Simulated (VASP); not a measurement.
# Pt (Fd-3m) in VASP: further runs

Runs on Pt. Level: r2SCAN. Tasks: single point.

Program: VASP 6.6.1. These are calculated values, not measurements. Logs are shortened: lines on timing, memory, paths and dates and some standing lists are left out, and cuts for length are marked.

### 1 The cell of the first run

Symmetry: Fd-3m, No. 227, cubic system. Conventional cell: a = 5.681 Å, b = 5.681 Å, c = 5.681 Å, α = 90.00°, β = 90.00°, γ = 90.00°. Pt (site symmetry -43m) has 4 Pt at 2.46 Å within 3.2 Å.

### 2 Single point, r2SCAN

POSCAR

```
Pt
1.0
    0.0000000000      2.8407185524      2.8407185524
    2.8407185524      0.0000000000      2.8407185524
    2.8407185524      2.8407185524      0.0000000000
Pt
2
Direct
    1.0000000000      1.0000000000      1.0000000000
    0.2500000000      0.2500000000      0.2500000000
```

INCAR.step1

```
SYSTEM = Pt
PREC     = Accurate       ! precision mode
ENCUT    = 520            ! plane-wave cutoff, eV
ISMEAR   = -1             ! smearing method
SIGMA    = 0.05           ! smearing width, eV
LREAL    = .FALSE.        ! projectors in reciprocal space
LASPH    = .TRUE.         ! aspherical terms in the spheres
NELM     = 60             ! most SCF steps
NBANDS   = 17             ! bands
GGA      = PE             ! functional
ALGO     = Normal         ! electronic algorithm
EDIFF    = 1E-4           ! SCF threshold, eV
LWAVE    = .TRUE.         ! write WAVECAR
LCHARG   = .FALSE.        ! write CHGCAR
```

INCAR.step2

```
SYSTEM = Pt
PREC     = Accurate       ! precision mode
ENCUT    = 520            ! plane-wave cutoff, eV
EDIFF    = 1E-7           ! SCF threshold, eV
ISMEAR   = -1             ! smearing method
SIGMA    = 0.05           ! smearing width, eV
LREAL    = .FALSE.        ! projectors in reciprocal space
LASPH    = .TRUE.         ! aspherical terms in the spheres
NELM     = 60             ! most SCF steps
ALGO     = Normal         ! electronic algorithm
ISIF     = 2              ! what is computed and relaxed
LWAVE    = .FALSE.        ! write WAVECAR
LCHARG   = .FALSE.        ! write CHGCAR
METAGGA  = R2SCAN         ! meta-GGA
LMIXTAU  = .TRUE.       
NBANDS   = 17             ! bands
ISTART   = 1
```

KPOINTS

```
regular mesh
0
G
  12 12 12
  0 0 0
```

Potentials or basis: VASP PAW PBE potentials, release 64 (Pt).

On the command line:

```bash
$ cat potpaw_PBE.64/Pt/POTCAR > POTCAR
$ cp INCAR.step1 INCAR
$ mpirun -np 1 vasp_std > vasp.out
$ cp INCAR.step2 INCAR
$ mpirun -np 1 vasp_std > vasp.out
```

OUTCAR:

```text
SYSTEM = Pt
   PREC = Accurate
   ENCUT = 520
   EDIFF = 1E-7
   ISMEAR = -1
   LREAL = .FALSE.
   LASPH = .TRUE.
   NELM = 60
   ISIF = 2
   METAGGA = R2SCAN
   ISTART = 1

 ion  position               nearest neighbor table
   1  0.000  0.000  0.000-   2 2.46   2 2.46   2 2.46   2 2.46
   2  0.250  0.250  0.250-   1 2.46   1 2.46   1 2.46   1 2.46

  LATTYP: Found a face centered cubic cell.
 ALAT       =     5.6814371048

  Lattice vectors:

 A1 = (   0.0000000000,   2.8407185524,   2.8407185524)
 A2 = (   2.8407185524,   0.0000000000,   2.8407185524)
 A3 = (   2.8407185524,   2.8407185524,   0.0000000000)

Analysis of symmetry for initial positions (statically):
=====================================================================
 Subroutine PRICEL returns:
 Original cell was already a primitive cell.

 Routine SETGRP: Setting up the symmetry group for a
 face centered cubic supercell.

 Subroutine GETGRP returns: Found 48 space group operations
 (whereof 24 operations were pure point group operations)
 out of a pool of 48 trial point group operations.

The static configuration has the point symmetry T_d .
 The point group associated with its full space group is O_h .

Analysis of symmetry for dynamics (positions and initial velocities):
=====================================================================
 Subroutine PRICEL returns:
 Original cell was already a primitive cell.

 Routine SETGRP: Setting up the symmetry group for a
 face centered cubic supercell.

 Subroutine GETGRP returns: Found 48 space group operations
 (whereof 24 operations were pure point group operations)
 out of a pool of 48 trial point group operations.

The dynamic configuration has the point symmetry T_d .
 The point group associated with its full space group is O_h .

 Subroutine INISYM returns: Found 48 space group operations
 (whereof 24 operations are pure point group operations),
 and found     1 'primitive' translations

----------------------------------------------------------------------------------------

                                     Primitive cell

  volume of cell :      45.8474

  direct lattice vectors                    reciprocal lattice vectors
     0.000000000  2.840718552  2.840718552    -0.176011805  0.176011805  0.176011805
     2.840718552  0.000000000  2.840718552     0.176011805 -0.176011805  0.176011805
     2.840718552  2.840718552  0.000000000     0.176011805  0.176011805 -0.176011805

  length of vectors
     4.017382704  4.017382704  4.017382704     0.304861389  0.304861389  0.304861389

  position of ions in fractional coordinates (direct lattice)
     0.000000000  0.000000000  0.000000000
     0.250000000  0.250000000  0.250000000

  ion indices of the primitive-cell ions
   primitive index   ion index
                 1           1
                 2           2

----------------------------------------------------------------------------------------

 KPOINTS: regular mesh

Automatic generation of k-mesh.
 Grid dimensions read from file:
 generate k-points for:   12   12   12

 Generating k-lattice:

  Cartesian coordinates                     Fractional coordinates (reciprocal lattice)
    -0.014667650  0.014667650  0.014667650     0.083333333  0.000000000  0.000000000
     0.014667650 -0.014667650  0.014667650     0.000000000  0.083333333  0.000000000
     0.014667650  0.014667650 -0.014667650     0.000000000  0.000000000  0.083333333

  Length of vectors
     0.025405116  0.025405116  0.025405116

  Shift w.r.t. Gamma in fractional coordinates (k-lattice)
     0.000000000  0.000000000  0.000000000

 Subroutine IBZKPT returns following result:
 ===========================================

 Found     72 irreducible k-points:

 Following reciprocal coordinates:
            Coordinates               Weight
  0.000000  0.000000  0.000000      1.000000
  0.083333  0.000000  0.000000      8.000000
  0.166667  0.000000  0.000000      8.000000
  0.250000  0.000000  0.000000      8.000000
  0.333333  0.000000  0.000000      8.000000
  0.416667  0.000000  0.000000      8.000000
[... 16 lines left out ...]
  0.500000  0.166667  0.000000     24.000000
 -0.416667  0.166667  0.000000     24.000000
 [... further k-points ...]
   k-points           NKPTS =     72   k-points in BZ     NKDIM =     72   number of bands    NBANDS=     17
   number of dos      NEDOS =    301   number of ions     NIONS =      2
   total plane-waves  NPLWV =  27000
   dimension x,y,z NGX =    30 NGY =   30 NGZ =   30
   dimension x,y,z NGXF=    60 NGYF=   60 NGZF=   60
   ions per type =               2
   NGX,Y,Z   is equivalent  to a cutoff of  12.41, 12.41, 12.41 a.u.
   NGXF,Y,Z  is equivalent  to a cutoff of  24.83, 24.83, 24.83 a.u.
 SYSTEM =  Pt
   PREC   = accura    normal or accurate (medium, high low for compatibility)
   ISTART =      1    job   : 0-new  1-cont  2-samecut
   ICHARG =      0    charge: 1-file 2-atom 10-const
   ISPIN  =      1    spin polarized calculation?
   LNONCOLLINEAR =      F non collinear calculations
   LSORBIT =      F    spin-orbit coupling
   LASPH  =      T    aspherical Exc in radial PAW
   ENCUT  =  520.0 eV  38.22 Ry    6.18 a.u.   7.47  7.47  7.47*2*pi/ulx,y,z
   NELM   =     60;   NELMIN=  2; NELMDL=  0     # of ELM steps
   EDIFF  = 0.1E-06   stopping-criterion for ELM
   LREAL  =      F    real-space projection
   EDIFFG = 0.1E-05   stopping-criterion for IOM
   NSW    =      0    number of steps for IOM
   IBRION =     -1    ionic relax: 0-MD 1-quasi-New 2-CG
   NFREE  =      0    steps in history (QN), initial steepest desc. (CG)
   ISIF   =      2    stress and relaxation
   ISYM   =      2    0-nonsym 1-usesym 2-fastsym
   POTIM  = 0.5000    time-step for ionic-motion
   TEBEG  =    0.0;   TEEND  =   0.0 temperature during run
   PSTRESS=    0.0 pullay stress
   NELECT =      20.0000    total number of electrons
   NUPDOWN=      -1.0000    fix difference up-down
   EMIN   =  10.00;   EMAX   =-10.00  energy-range for DOS
   EFERMI =   0.00;   METHOD = LEGACY
   ISMEAR =    -1;   SIGMA  =   0.05  broadening in eV -4-tet -1-fermi 0-gaus
   EFERMI_NEDOS =   21; number of points for ismear=-14 and -15
   IALGO  =     38    algorithm
   IMIX   =      4    mixing-type and parameters
     AMIX     =   0.40;   BMIX     =  1.00
     AMIX_MAG =   1.60;   BMIX_MAG =  1.00
  volume/ion in A,a.u.               =      22.92       154.70
  Fermi-wavevector in a.u.,A,eV,Ry     =   1.241595  2.346274 20.974172  1.541558
  Thomas-Fermi vector in A             =   2.375986
   LORBIT       =      0    0 simple, 1 ext, 2 COOP (PROOUT), +10 PAW based schemes
   METAGGA = R2SCAN    functional components
   LHFCALC =     F    Hartree Fock is set to
   AEXX    =    0.0000 exact exchange contribution
   IVDW    =     0    specifies the selected vdW correction
   LEPSILON=     F    determine dielectric tensor
   LRPA    =     F    only Hartree local field effects (RPA)
 non-spin polarized calculation
  energy-cutoff  :      520.00
  volume of cell :       45.85
 maximum number of plane-waves:      1258
 NGX is ok and might be reduce to    30
   NGX = 15   NGY = 15   NGZ = 15

 number of electron      20.0000002 magnetization

 Free energy of the ion-electron system (eV)
  ---------------------------------------------------
  ext. energy  EPLUGINS =         0.00000000
  ---------------------------------------------------
  free energy    TOTEN  =      -100.77214554 eV

  energy without entropy =     -100.73014486  energy(sigma->0) =     -100.75114520

 E-fermi :   5.4648     XC(G=0): -11.4664

 val. band max:        5.4480232552   @ k =   0.3333   0.0833   0.0000
 cond. band min:       5.4673637838   @ k =  -0.4167   0.4167   0.0833
 fundamental gap:      0.0193405286
 Fermi energy:         5.4647713685

 k-point     1 :       0.0000    0.0000    0.0000
  band No.  band energies     occupation
      1      -2.0941      2.00000
      2       0.4678      2.00000
      3       0.4678      2.00000
      4       0.6874      2.00000
      5       0.6874      2.00000
      6       0.6874      2.00000
[... 9 lines left out ...]
     16      17.9102      0.00000
     17      18.8066      0.00000

 k-point     2 :       0.0833    0.0000    0.0000
  band No.  band energies     occupation
      1      -1.9833      2.00000
      2       0.3684      2.00000
      3       0.3684      2.00000
      4       0.6771      2.00000
      5       0.8251      2.00000
      6       0.8251      2.00000
[... 9 lines left out ...]
     16      17.6331      0.00000
     17      19.2817      0.00000

 k-point     3 :       0.1667    0.0000    0.0000
  band No.  band energies     occupation
      1      -1.6674      2.00000
      2       0.2697      2.00000
      3       0.2697      2.00000
      4       0.6505      2.00000
      5       1.0137      2.00000
      6       1.0137      2.00000
[... 9 lines left out ...]
     16      18.2123      0.00000
     17      19.1530      0.00000

 k-point     4 :       0.2500    0.0000    0.0000
  band No.  band energies     occupation
      1      -1.2031      2.00000
      2       0.2468      2.00000
      3       0.2468      2.00000
      4       0.6165      2.00000
      5       1.1150      2.00000
      6       1.1150      2.00000
[... 9 lines left out ...]
     16      18.3144      0.00000
     17      19.4235      0.00000
[... 343 lines left out ...]
      1      -0.2350      2.00000
      2      -0.0606      2.00000
      3       0.4729      2.00000
      4       0.5458      2.00000
      5       1.1114      2.00000
      6       1.4817      2.00000
[... 9 lines left out ...]
     16      19.2551      0.00000
     17      20.1014      0.00000

 k-point    23 :       0.5000    0.1667    0.0000
  band No.  band energies     occupation
      1      -0.0176      2.00000
      2       0.0496      2.00000
      3       0.4408      2.00000
      4       0.4808      2.00000
      5       1.2311      2.00000
      6       1.2992      2.00000
[... 9 lines left out ...]
     16      19.5661      0.00000
     17      20.7923      0.00000

 k-point    24 :      -0.4167    0.1667    0.0000
  band No.  band energies     occupation
      1      -0.0219      2.00000
      2       0.1544      2.00000
      3       0.2872      2.00000
      4       0.5927      2.00000
      5       1.0724      2.00000
      6       1.4065      2.00000
[... 9 lines left out ...]
     16      19.1536      0.00000
     17      20.5871      0.00000

 [... further k-points ...]
[... 5 lines left out ...]
  --------------------------------------------------------------------------------------
  -------------------------------------------------------------------------------------
  Total        0.8248175      0.8248175      0.8248175      0.0000000     -0.0000000     -0.0000000
  in kB       28.8239718     28.8239718     28.8239718      0.0000000     -0.0000000     -0.0000000
  external PRESSURE =      28.8239718 kB  Pullay stress =       0.0000000 kB

 VOLUME and BASIS-vectors are now :
 -----------------------------------------------------------------------------
  energy-cutoff  :      520.00
  volume of cell :       45.85
      direct lattice vectors                 reciprocal lattice vectors
     0.000000000  2.840718552  2.840718552    -0.176011805  0.176011805  0.176011805
     2.840718552  0.000000000  2.840718552     0.176011805 -0.176011805  0.176011805
     2.840718552  2.840718552  0.000000000     0.176011805  0.176011805 -0.176011805

 POSITION                                       TOTAL-FORCE (eV/Angst)
 -----------------------------------------------------------------------------------
      0.00000      0.00000      0.00000         0.000000      0.000000      0.000000
      1.42036      1.42036      1.42036        -0.000000     -0.000000     -0.000000
 -----------------------------------------------------------------------------------
    total drift:                                0.000000     -0.000000      0.000000

  FREE ENERGIE OF THE ION-ELECTRON SYSTEM (eV)
  ---------------------------------------------------
  free  energy   TOTEN  =      -100.7721455448 eV

  energy  without entropy=     -100.7301448552  energy(sigma->0) =     -100.75114520
```

Run time: 4 min. Hardware: 1 thread of AMD EPYC 7R13 (Zen 3), shared host; peak memory 0.17 GiB.

Results:

```
Free energy            : -100.7721 eV
Pressure               : 2.9 GPa
Band gap on the k mesh : zero (band 10 reaches 5.69 eV, above the bottom of band 11 at 5.01 eV)
```

Caveat: the PAW data sets were made with another functional, which shifts forces and pressure a little; spin-orbit coupling is left out, which moves the levels of the heavy elements.

### 3 Single point, r2SCAN

This run uses another cell than the first one, of 23.39 Å³/atom, 1.020 times its volume.

POSCAR

```
Pt
1.0
    0.0000000000      2.8599131790      2.8599131790
    2.8599131790      0.0000000000      2.8599131790
    2.8599131790      2.8599131790      0.0000000000
Pt
2
Direct
    1.0000000000      1.0000000000      1.0000000000
    0.2500000000      0.2500000000      0.2500000000
```

INCAR.step1

```
PREC = Accurate
ENCUT = 520
ISMEAR = -1
SIGMA = 0.05
LREAL = F
LASPH = T
NELM = 100
NBANDS = 17
GGA = PE
ALGO = Normal
EDIFF = 1E-4
LWAVE = T
LCHARG = F
```

INCAR.step2

```
PREC = Accurate
ENCUT = 520
EDIFF = 1E-6
ISMEAR = -1
SIGMA = 0.05
LREAL = F
LASPH = T
NELM = 100
ALGO = Normal
ISIF = 2
LWAVE = F
LCHARG = T
METAGGA = R2SCAN
LMIXTAU = T
LELF = T
LVHAR = T
NBANDS = 17
ISTART = 1
```

KPOINTS

```
regular mesh
0
Gamma
  12 12 12
```

Potentials or basis: VASP PAW PBE potentials, release 64 (Pt).

On the command line:

```bash
$ cat potpaw_PBE.64/Pt/POTCAR > POTCAR
$ cp INCAR.step1 INCAR
$ mpirun -np 1 vasp_std > vasp.out
$ cp INCAR.step2 INCAR
$ mpirun -np 1 vasp_std > vasp.out
```

It used 140 s of CPU time on 1 thread of AMD EPYC 7R13 Processor (Zen 3) (shared host).

Results (log left out):

```yaml
Free_energy: -100.7810 eV
Pressure: 0.1 GPa
Band_gap_on_the_k_mesh: zero (band 10 reaches 5.42 eV, above the bottom of band 11 at 4.76 eV)
```

Levels at points of the mesh, in eV from the Fermi level:
| k point | band 7 | band 8 | band 9 | band 10 | band 11 | band 12 | band 13 | band 14 |
| --- | --- | --- | --- | --- | --- | --- | --- | --- |
| (0.00, 0.00, 0.00) | -1.98 | -1.98 | -1.98 | -0.13 | -0.13 | 11.11 | 11.14 | 12.28 |
| (0.50, 0.00, 0.00) | -1.50 | -1.50 | -1.37 | -0.44 | -0.44 | 0.82 | 8.43 | 8.43 |
| (0.50, 0.50, 0.00) | -2.68 | -2.68 | -0.16 | -0.16 | 1.39 | 1.39 | 4.10 | 4.10 |

Caveat: the PAW data sets were made with another functional, which shifts forces and pressure a little; spin-orbit coupling is left out, which moves the levels of the heavy elements.

### 4 Single point, r2SCAN

This run uses another cell than the first one, of 23.86 Å³/atom, 1.041 times its volume.

POSCAR

```
Pt
1.0
    0.0000000000      2.8788535533      2.8788535533
    2.8788535533      0.0000000000      2.8788535533
    2.8788535533      2.8788535533      0.0000000000
Pt
2
Direct
    1.0000000000      1.0000000000      1.0000000000
    0.2500000000      0.2500000000      0.2500000000
```

INCAR.step1

```
SYSTEM = Pt
ALGO = Normal
EDIFF = 1E-4
ENCUT = 520
GGA = PE
ISMEAR = -1
LASPH = .TRUE.
LCHARG = .FALSE.
LREAL = .FALSE.
LWAVE = .TRUE.
NBANDS = 17
NELM = 80
PREC = Accurate
SIGMA = 0.05
```

INCAR.step2

```
SYSTEM = Pt
ALGO = Normal
EDIFF = 1E-6
ENCUT = 520
ISIF = 2
ISMEAR = -1
ISTART = 1
LASPH = .TRUE.
LCHARG = .FALSE.
LMIXTAU = .TRUE.
LREAL = .FALSE.
LWAVE = .FALSE.
METAGGA = R2SCAN
NBANDS = 17
NELM = 80
PREC = Accurate
SIGMA = 0.05
```

KPOINTS

```
k-points
0
G
  12 12 12
  0 0 0
```

On the command line:

```bash
$ cat potpaw_PBE.64/Pt/POTCAR > POTCAR
$ cp INCAR.step1 INCAR
$ mpirun -np 1 vasp_std > vasp.out
$ cp INCAR.step2 INCAR
$ mpirun -np 1 vasp_std > vasp.out
```

Wall time 3.4 min (1 thread of AMD EPYC 7R13 (Zen 3), shared host); peak memory 0.17 GiB.

Results (log left out):

```yaml
Free_energy: -100.7747 eV
Pressure: -2.3 GPa
Band_gap_on_the_k_mesh: zero (band 10 reaches 5.16 eV, above the bottom of band 11 at 4.52 eV)
```

Levels at points of the mesh, in eV from the Fermi level:
| k point | band 7 | band 8 | band 9 | band 10 | band 11 | band 12 | band 13 | band 14 |
| --- | --- | --- | --- | --- | --- | --- | --- | --- |
| (0.00, 0.00, 0.00) | -1.92 | -1.92 | -1.92 | -0.13 | -0.13 | 11.00 | 11.06 | 12.11 |
| (0.50, 0.00, 0.00) | -1.46 | -1.46 | -1.28 | -0.43 | -0.43 | 0.81 | 8.34 | 8.34 |
| (0.50, 0.50, 0.00) | -2.60 | -2.60 | -0.16 | -0.16 | 1.38 | 1.38 | 4.11 | 4.11 |

Caveat: the PAW data sets were made with another functional, which shifts forces and pressure a little; spin-orbit coupling is left out, which moves the levels of the heavy elements.

### 5 Summary

```tsv
cell	gap on the mesh (eV)	pressure (GPa)
a = 4.017 Å, angles 60.0°, 2 atoms	none	2.9
a = 4.045 Å, angles 60.0°, 2 atoms	none	0.1
a = 4.071 Å, angles 60.0°, 2 atoms	none	-2.3
```

Alike in all rows: task single point; level r2SCAN; potentials or basis VASP PAW PBE potentials, release 64 (Pt); no spin polarisation; k mesh 12 × 12 × 12; cutoff (eV) 520; smearing fermi-dirac 0.05 eV.

Caveats: the PAW data sets were made with another functional, which shifts forces and pressure a little; spin-orbit coupling is left out, which moves the levels of the heavy elements.

Total energies depend on the potentials used, so only differences within one code and one set of settings carry meaning.
